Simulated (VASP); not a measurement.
Here is a VASP 6.6.1 calculation.

INCAR

```
PREC = Accurate ; ENCUT = 520
EDIFF = 1E-7 ; ISMEAR = 0
SIGMA = 0.03 ; LREAL = F
LASPH = T ; NELM = 100
ALGO = Normal ; ISIF = 2
LWAVE = F ; LCHARG = F
GGA = PE ; NBANDS = 44
```

KPOINTS

```
regular mesh
0
Gamma
  9 9 2
```

File POSCAR:

```
Ge2Sb2Te5
1.0
    4.4050000000      0.0000000000      0.0000000000
   -2.2025000000      3.8148419037      0.0000000000
    0.0000000000      0.0000000000     17.3737000000
Ge Sb Te
2 2 5
Direct
    0.0000000000      0.0000000000      0.3313200918
    0.0000000000      0.0000000000      0.6686799082
    0.3333333333      0.6666666667      0.1120971408
    0.6666666667      0.3333333333      0.8879028592
    0.0000000000      0.0000000000      0.0000000000
    0.3333333333      0.6666666667      0.7914345914
    0.6666666667      0.3333333333      0.2085654086
    0.3333333333      0.6666666667      0.4096023866
    0.6666666667      0.3333333333      0.5903976134
```

Potentials or basis: VASP PAW PBE potentials, release 64 (Ge_d, Sb, Te).

The run is started by

```console
$ cat potpaw_PBE.64/Ge_d/POTCAR potpaw_PBE.64/Sb/POTCAR potpaw_PBE.64/Te/POTCAR > POTCAR
$ mpirun -np 1 vasp_std > vasp.out
```

Question: Predict the pressure.

Answer: -1.2 GPa.

Question: What does it give for the largest force?

Answer: 0.067 eV/Å.

Stress tensor (GPa, compression positive):
```
-1.96  0.00  0.00
 0.00 -1.96  0.00
 0.00  0.00  0.27
```

Caveat: this functional lacks dispersion, which binds the layers, so the pressure and a relaxed spacing across them are unreliable.
